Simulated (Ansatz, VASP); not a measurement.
# HfC4 in VASP and in Ansatz

```
Hf C
1.0
    -0.00193   -4.21610   -0.00056
    -4.45436   -0.00206    0.00245
     1.27990    0.00003   -4.84248
Hf C
2 8
Direct
  0.75002 0.03097 0.74492
  0.24999 0.96904 0.25510
  0.42643 0.42754 0.60551
  0.57238 0.54811 0.88297
  0.42761 0.45189 0.11703
  0.57357 0.57246 0.39449
  0.07251 0.45201 0.11703
  0.92631 0.57240 0.39444
  0.07369 0.42760 0.60554
  0.92749 0.54799 0.88296
```

Change from the starting cell: cell x1, atoms moved at random (sigma 0.15 Å) and cell strained at random (1.5 %), then relaxed without symmetry.

Alike in both runs: functional PBE; k mesh 6 × 6 × 4; occupations gaussian, width 0.2 eV; no spin polarisation.

Ansatz relaxed the structure, and its values are those at the end. VASP's run is a single point on that final structure, the one shown.

|  | VASP | Ansatz |
| --- | --- | --- |
| version | VASP 6.6.1 | Ansatz 0.2.0 |
| potentials or method | VASP PAW PBE potentials, release 64 (Hf_pv, C), cutoff 520 eV | scalar-relativistic, plane waves, PAW |
| valence electrons in the cell | 52 | 84 |

|  | VASP | Ansatz | Ansatz less VASP |
| --- | --- | --- | --- |
| gap on the k mesh at the Fermi level (eV) | none | none | - |
| pressure (GPa) | -0.5 | 0.0 | +0.50 |
| rms of the force components (eV/Å) | 0.019 | 0.004 | -0.0158 |

A gap of «none» marks a metal or a gap that the smearing closes. The functional is the same, so the differences come from potentials, cutoffs and numerics. VASP's potentials hold 52 valence electrons a cell and Ansatz's 84, so a difference there can come from the potentials and not from the codes.

Neither program's run includes spin-orbit coupling.
